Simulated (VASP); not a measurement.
# TeW (F-43m) in VASP: a series of runs

TeW is run at these levels: PBEsol; tasks: single point.

Everything below comes from runs of VASP 6.6.1. Logs are shortened: lines on timing, memory, paths and dates and some standing lists are left out, and cuts for length are marked.

**1. The cell of the first run**

The structure is cubic, space group F-43m (No. 216). Conventional cell: a = 6.048 Å, b = 6.048 Å, c = 6.048 Å, α = 90.00°, β = 90.00°, γ = 90.00°. W (site symmetry -43m) has 4 Te at 2.62 Å within 3.5 Å. Te (site symmetry -43m) has 4 W at 2.62 Å within 3.5 Å.

**2. Single point, PBEsol, collinear spin, antiferromagnetic start**

The input, INCAR:

```
SYSTEM = TeW
  PREC = Accurate
  ENCUT = 520
  EDIFF = 1E-7
  ISMEAR = 0
  SIGMA = 0.1
  LREAL = .False.
  LASPH = .True.
  NELM = 150
  ALGO = Normal
  ISIF = 2
  LWAVE = .False.
  LCHARG = .False.
  ISPIN = 2
  MAGMOM = 1 -1 0 0
  LORBIT = 11
  LMAXMIX = 4
  GGA = PS
  NBANDS = 32
```

The input, KPOINTS:

```
Automatic mesh
0
Gamma
  12 12 6
  0 0 0
```

The input, POSCAR:

```
TeW
1.0
    0.0000000000      3.0241765070      3.0241765070
    6.0483530141      3.0241765070      3.0241765070
    6.0483530141      6.0483530141      0.0000000000
W Te
2 2
Direct
    0.0000000000      1.0000000000      0.0000000000
    0.0000000000      1.0000000000      0.5000000000
    0.2500000000      0.2500000000      0.0000000000
    0.2500000000      0.2500000000      0.5000000000
```

Potentials or basis: VASP PAW PBE potentials, release 64 (W_sv, Te).

The run is started by

```sh
$ cat potpaw_PBE.64/W_sv/POTCAR potpaw_PBE.64/Te/POTCAR > POTCAR
$ mpirun -np 1 vasp_std > vasp.out
```

OUTCAR:

```text
SYSTEM = TeW
   PREC = Accurate
   ENCUT = 520
   EDIFF = 1E-7
   ISMEAR = 0
   LREAL = .False.
   LASPH = .True.
   NELM = 150
   ISIF = 2
   ISPIN = 2
   LORBIT = 11
   GGA = PS

 ion  position               nearest neighbor table
   1  0.000  0.000  0.000-   3 2.62   3 2.62   4 2.62   4 2.62
   2  0.000  0.000  0.500-   4 2.62   4 2.62   3 2.62   3 2.62
   3  0.250  0.250  0.000-   1 2.62   1 2.62   2 2.62   2 2.62
   4  0.250  0.250  0.500-   2 2.62   2 2.62   1 2.62   1 2.62

  LATTYP: Found a simple tetragonal cell.
 ALAT       =     4.2768314313
 C/A-ratio  =     1.4142135624

  Lattice vectors:

 A1 = (   0.0000000000,  -3.0241765071,   3.0241765070)
 A2 = (   0.0000000000,  -3.0241765070,  -3.0241765070)
 A3 = (   6.0483530141,   0.0000000000,   0.0000000000)

Analysis of symmetry for initial positions (statically):
=====================================================================
 Subroutine PRICEL returns following result:

  LATTYP: Found a face centered cubic cell.
 ALAT       =     6.0483530141
[... 12 lines left out ...]
 Subroutine GETGRP returns: Found  8 space group operations
 (whereof  8 operations were pure point group operations)
 out of a pool of 16 trial point group operations.

The static configuration has the point symmetry D_2d.

Analysis of symmetry for dynamics (positions and initial velocities):
=====================================================================
 Subroutine PRICEL returns following result:

  LATTYP: Found a face centered cubic cell.
 ALAT       =     6.0483530141
[... 12 lines left out ...]
 Subroutine GETGRP returns: Found  8 space group operations
 (whereof  8 operations were pure point group operations)
 out of a pool of 16 trial point group operations.

The dynamic configuration has the point symmetry D_2d.

Analysis of structural, dynamic, and magnetic symmetry:
=====================================================================
 Subroutine PRICEL returns following result:

  LATTYP: Found a face centered cubic cell.
 ALAT       =     6.0483530141
[... 12 lines left out ...]
 Subroutine GETGRP returns: Found  8 space group operations
 (whereof  8 operations were pure point group operations)
 out of a pool of 16 trial point group operations.

The overall configuration has the point symmetry D_2d.

 Subroutine INISYM returns: Found  8 space group operations
 (whereof  8 operations are pure point group operations),
 and found     2 'primitive' translations

----------------------------------------------------------------------------------------

                                     Primitive cell

  volume of cell :      55.3161

  direct lattice vectors                    reciprocal lattice vectors
    -3.024176507  3.024176507 -0.000000000    -0.165334265  0.165334265 -0.165334265
    -3.024176507 -0.000000000  3.024176507    -0.165334265 -0.165334265  0.165334265
     0.000000000  3.024176507  3.024176507     0.165334265  0.165334265  0.165334265

  length of vectors
     4.276831431  4.276831431  4.276831431     0.286367347  0.286367347  0.286367347

  position of ions in fractional coordinates (direct lattice)
     0.000000000  0.000000000  0.000000000
     0.750000000  0.750000000  0.750000000

  ion indices of the primitive-cell ions
   primitive index   ion index
                 1           1
                 2           3

----------------------------------------------------------------------------------------

 KPOINTS: Automatic mesh

Automatic generation of k-mesh.
 Grid dimensions read from file:
 generate k-points for:   12   12    6

 Generating k-lattice:

  Cartesian coordinates                     Fractional coordinates (reciprocal lattice)
    -0.013777855  0.013777855  0.013777855     0.083333333  0.000000000  0.000000000
     0.013777855 -0.013777855  0.013777855     0.000000000  0.083333333  0.000000000
     0.000000000  0.027555711 -0.027555711     0.000000000  0.000000000  0.166666667

  Length of vectors
     0.023863946  0.023863946  0.038969660

  Shift w.r.t. Gamma in fractional coordinates (k-lattice)
     0.000000000  0.000000000  0.000000000

 Subroutine IBZKPT returns following result:
 ===========================================

 Found    100 irreducible k-points:

 Following reciprocal coordinates:
            Coordinates               Weight
  0.000000  0.000000  0.000000      1.000000
  0.083333  0.000000  0.000000      8.000000
  0.166667  0.000000  0.000000      8.000000
  0.250000 -0.000000  0.000000      8.000000
  0.333333  0.000000  0.000000      8.000000
  0.416667  0.000000  0.000000      8.000000
[... 16 lines left out ...]
  0.500000  0.166667  0.000000      8.000000
 -0.416667  0.166667  0.000000     16.000000
 [... further k-points ...]
   k-points           NKPTS =    100   k-points in BZ     NKDIM =    100   number of bands    NBANDS=     32
   number of dos      NEDOS =    301   number of ions     NIONS =      4
   total plane-waves  NPLWV = 114688
   dimension x,y,z NGX =    32 NGY =   56 NGZ =   64
   dimension x,y,z NGXF=    64 NGYF=  112 NGZF=  128
   ions per type =               2   2
   NGX,Y,Z   is equivalent  to a cutoff of  12.44, 12.57, 12.44 a.u.
   NGXF,Y,Z  is equivalent  to a cutoff of  24.88, 25.14, 24.88 a.u.
 SYSTEM =  TeW
   PREC   = accura    normal or accurate (medium, high low for compatibility)
   ISTART =      0    job   : 0-new  1-cont  2-samecut
   ICHARG =      2    charge: 1-file 2-atom 10-const
   ISPIN  =      2    spin polarized calculation?
   LNONCOLLINEAR =      F non collinear calculations
   LSORBIT =      F    spin-orbit coupling
   LASPH  =      T    aspherical Exc in radial PAW
   ENCUT  =  520.0 eV  38.22 Ry    6.18 a.u.   7.95 13.77 15.90*2*pi/ulx,y,z
   NELM   =    150;   NELMIN=  2; NELMDL= -5     # of ELM steps
   EDIFF  = 0.1E-06   stopping-criterion for ELM
   LREAL  =      F    real-space projection
   EDIFFG = 0.1E-05   stopping-criterion for IOM
   NSW    =      0    number of steps for IOM
   IBRION =     -1    ionic relax: 0-MD 1-quasi-New 2-CG
   NFREE  =      0    steps in history (QN), initial steepest desc. (CG)
   ISIF   =      2    stress and relaxation
   ISYM   =      2    0-nonsym 1-usesym 2-fastsym
   POTIM  = 0.5000    time-step for ionic-motion
   TEBEG  =    0.0;   TEEND  =   0.0 temperature during run
   PSTRESS=    0.0 pullay stress
   NELECT =      40.0000    total number of electrons
   NUPDOWN=      -1.0000    fix difference up-down
   EMIN   =  10.00;   EMAX   =-10.00  energy-range for DOS
   EFERMI =   0.00;   METHOD = LEGACY
   ISMEAR =     0;   SIGMA  =   0.10  broadening in eV -4-tet -1-fermi 0-gaus
   EFERMI_NEDOS =   21; number of points for ismear=-14 and -15
   IALGO  =     38    algorithm
   IMIX   =      4    mixing-type and parameters
     AMIX     =   0.40;   BMIX     =  1.00
     AMIX_MAG =   1.60;   BMIX_MAG =  1.00
  volume/ion in A,a.u.               =      27.66       186.65
  Fermi-wavevector in a.u.,A,eV,Ry     =   1.166275  2.203940 18.506614  1.360198
  Thomas-Fermi vector in A             =   2.302790
   LORBIT       =     11    0 simple, 1 ext, 2 COOP (PROOUT), +10 PAW based schemes
   GGA     = PS    functional components
   LHFCALC =     F    Hartree Fock is set to
   AEXX    =    0.0000 exact exchange contribution
   IVDW    =     0    specifies the selected vdW correction
   LEPSILON=     F    determine dielectric tensor
   LRPA    =     F    only Hartree local field effects (RPA)
 spin polarized calculation
 Gauss-broadening in eV      SIGMA  =   0.10
  energy-cutoff  :      520.00
  volume of cell :      110.63
 maximum number of plane-waves:      3048
   NGX = 15   NGY = 27   NGZ = 31

 number of electron      40.0000001 magnetization       0.0000000

 number of electron      40.0000001 magnetization      -0.0000000

 Free energy of the ion-electron system (eV)
  ---------------------------------------------------
  ext. energy  EPLUGINS =         0.00000000
  ---------------------------------------------------
  free energy    TOTEN  =       -28.49122075 eV

  energy without entropy =      -28.46615466  energy(sigma->0) =      -28.47868771

 E-fermi :   6.4770     XC(G=0): -10.1530

 val. band max:        6.4765935244   @ k =   0.2500   0.1667   0.1667
 cond. band min:       6.4803396675   @ k =  -0.3333   0.3333   0.0000
 fundamental gap:      0.0037461431
 Fermi energy:         6.4769808820

 spin component 1

 k-point     1 :       0.0000    0.0000    0.0000
  band No.  band energies     occupation
      1     -67.4802      1.00000
      2     -67.0835      1.00000
      3     -31.8443      1.00000
      4     -31.8442      1.00000
      5     -31.7792      1.00000
      6     -31.3047      1.00000
[... 829 lines left out ...]
     31      13.9855      0.00000
     32      14.4837      0.00000

 [... further k-points ...]

 spin component 2

 k-point     1 :       0.0000    0.0000    0.0000
  band No.  band energies     occupation
      1     -67.4802      1.00000
      2     -67.0835      1.00000
      3     -31.8443      1.00000
      4     -31.8442      1.00000
      5     -31.7792      1.00000
      6     -31.3047      1.00000
[... 829 lines left out ...]
     31      13.9855      0.00000
     32      14.4837      0.00000

 [... further k-points ...]

------------------------ aborting loop because EDIFF is reached ----------------------------------------

  FORCE on cell =-STRESS in cart. coord.  units (eV):
  Direction    XX          YY          ZZ          XY          YZ          ZX
  --------------------------------------------------------------------------------------
  -------------------------------------------------------------------------------------
  Total        0.0039520      0.0005416      0.0005416     -0.0000000     -0.0000000      0.0000000
  in kB        0.0572332      0.0078429      0.0078429     -0.0000000     -0.0000000      0.0000000
  external PRESSURE =       0.0243063 kB  Pullay stress =       0.0000000 kB

 VOLUME and BASIS-vectors are now :
 -----------------------------------------------------------------------------
  energy-cutoff  :      520.00
  volume of cell :      110.63
      direct lattice vectors                 reciprocal lattice vectors
     0.000000000  3.024176507  3.024176507    -0.165334265  0.165334265  0.165334265
     6.048353014  3.024176507  3.024176507     0.165334265 -0.165334265  0.165334265
     6.048353014  6.048353014  0.000000000     0.000000000  0.165334265 -0.165334265

 POSITION                                       TOTAL-FORCE (eV/Angst)
 -----------------------------------------------------------------------------------
      0.00000      0.00000      0.00000         0.000000     -0.000000     -0.000000
      3.02418      3.02418      0.00000         0.000000     -0.000000     -0.000000
      1.51209      1.51209      1.51209        -0.000000      0.000000      0.000000
      4.53626      4.53626      1.51209        -0.000000      0.000000      0.000000
 -----------------------------------------------------------------------------------
    total drift:                                0.000006     -0.000003     -0.000002

  FREE ENERGIE OF THE ION-ELECTRON SYSTEM (eV)
  ---------------------------------------------------
  free  energy   TOTEN  =       -28.4912207486 eV

  energy  without entropy=      -28.4661546644  energy(sigma->0) =      -28.47868771

 total charge

# of ion       s       p       d       tot
------------------------------------------
    1        2.334   6.139   3.546  12.018
    2        2.334   6.139   3.546  12.018
    3        1.323   2.070   0.147   3.540
    4        1.323   2.070   0.147   3.540
--------------------------------------------------
tot          7.314  16.416   7.387  31.117

 magnetization (x)

# of ion       s       p       d       tot
------------------------------------------
    1        0.012   0.008   0.880   0.900
    2       -0.012  -0.008  -0.880  -0.900
    3        0.000   0.000   0.000   0.000
    4        0.000   0.000   0.000   0.000
--------------------------------------------------
tot          0.000   0.000   0.000   0.000
```

Run time: 32 min. Hardware: 1 thread of Intel Xeon Platinum 8488C (Sapphire Rapids), shared host; peak memory 0.76 GiB.

What came out:

| Item | Value |
| --- | --- |
| Free energy | -28.4912 eV |
| Pressure | 0.0 GPa |
| Band gap on the k mesh | zero (filled and empty bands overlap) |
| Net moment | 0.00 μB per cell |
| Site moments | W +0.90, -0.90; Te +0.00 μB |
| Valence electrons inside the program's atomic spheres | W 12.02; Te 3.54 |

Levels at points of the mesh, in eV from the Fermi level:
Spin up:
```csv
k point,band 16,band 17,band 18,band 19,band 20,band 21,band 22,band 23,band 24,band 25
"(0.00, 0.00, 0.00)",-3.28,-1.36,-0.74,-0.63,-0.17,0.49,0.68,0.68,1.53,4.66
"(0.50, 0.00, 0.00)",-3.76,-0.47,-0.44,-0.31,-0.20,0.21,0.23,2.14,2.21,2.33
"(0.50, 0.50, 0.00)",-3.22,-1.37,-1.37,-0.72,-0.65,0.20,0.44,0.50,0.70,0.70
"(0.00, 0.00, 0.50)",-3.70,-0.90,-0.59,-0.42,-0.28,0.14,0.54,1.61,1.67,3.03
"(0.50, 0.00, 0.50)",-3.31,-1.46,-1.46,-0.56,-0.46,-0.36,0.45,1.00,1.00,1.81
"(0.00, 0.50, 0.50)",-3.73,-1.31,-0.93,-0.56,0.39,2.10,2.15,2.25,2.25,2.51
```
Spin down:
```tsv
k point	band 17	band 18	band 19	band 20	band 21	band 22	band 23	band 24
(0.00, 0.00, 0.00)	-1.36	-0.74	-0.63	-0.17	0.49	0.68	0.68	1.53
(0.50, 0.00, 0.00)	-0.47	-0.44	-0.31	-0.20	0.21	0.23	2.14	2.21
(0.50, 0.50, 0.00)	-1.37	-1.37	-0.72	-0.65	0.20	0.44	0.50	0.70
(0.00, 0.00, 0.50)	-0.90	-0.59	-0.42	-0.28	0.14	0.54	1.61	1.67
(0.50, 0.00, 0.50)	-1.46	-1.46	-0.56	-0.46	-0.36	0.45	1.00	1.00
(0.00, 0.50, 0.50)	-1.31	-0.93	-0.56	0.39	2.10	2.15	2.25	2.25
```

Caveat: the PAW data sets were made with another functional, which shifts forces and pressure a little; spin-orbit coupling is left out, which moves the levels of the heavy elements.

**3. Single point, PBEsol, collinear spin, ferromagnetic start**

This run uses another cell than the first one: it holds 2 atoms, not 4.

The input, INCAR:

```
ALGO = Normal
EDIFF = 1E-7
ENCUT = 520
GGA = PS
ISIF = 2
ISMEAR = 0
ISPIN = 2
LASPH = True
LCHARG = False
LMAXMIX = 4
LORBIT = 11
LREAL = False
LWAVE = False
MAGMOM = 2.5 0
NBANDS = 21
NELM = 150
PREC = Accurate
SIGMA = 0.1
```

The input, KPOINTS:

```
k-points
0
Gamma
  12 12 12
```

The input, POSCAR:

```
TeW
1.0
    0.0000000000      3.0241765070      3.0241765070
    3.0241765070      0.0000000000      3.0241765070
    3.0241765070      3.0241765070      0.0000000000
W Te
1 1
Direct
    0.0000000000      0.0000000000      0.0000000000
    0.2500000000      0.2500000000      0.2500000000
```

Potentials or basis: VASP PAW PBE potentials, release 64 (W_sv, Te).

The run is started by

```sh
$ cat potpaw_PBE.64/W_sv/POTCAR potpaw_PBE.64/Te/POTCAR > POTCAR
$ mpirun -np 1 vasp_std > vasp.out
```

Run time: 55 s. Hardware: 1 thread of Intel Xeon 6975P-C (Granite Rapids), shared host; peak memory 0.29 GiB.

Results (log left out):

- Free energy: -14.2812 eV
- Pressure: 0.1 GPa
- Net moment: 1.36 μB per cell
- Site moments: W +1.06; Te -0.02 μB
- Valence electrons inside the program's atomic spheres: W 12.02; Te 3.54

Levels at points of the mesh, in eV from the Fermi level:
Spin up:
```
           k point  band 9  band 10  band 11  band 12  band 13  band 14
(0.00, 0.00, 0.00)   -0.86    -0.86     1.38     4.50     4.50     4.50
(0.50, 0.00, 0.00)   -0.59    -0.59    -0.56     2.05     2.05     3.11
(0.50, 0.50, 0.00)   -1.57    -1.00    -0.32     0.40     0.40     5.65
```
Spin down:
| k point | band 5 | band 6 | band 7 | band 8 | band 9 | band 10 | band 11 | band 12 | band 13 | band 14 |
| --- | --- | --- | --- | --- | --- | --- | --- | --- | --- | --- |
| (0.00, 0.00, 0.00) | -13.00 | -4.02 | -4.02 | -4.02 | 0.11 | 0.11 | 1.64 | 4.79 | 4.79 | 4.79 |
| (0.50, 0.00, 0.00) | -12.13 | -5.46 | -3.69 | -3.69 | -0.02 | 0.33 | 0.33 | 2.44 | 2.44 | 3.42 |
| (0.50, 0.50, 0.00) | -11.81 | -5.78 | -3.21 | -3.21 | -1.18 | -0.17 | 0.75 | 0.92 | 0.92 | 6.03 |

Caveat: the PAW data sets were made with another functional, which shifts forces and pressure a little; spin-orbit coupling is left out, which moves the levels of the heavy elements.
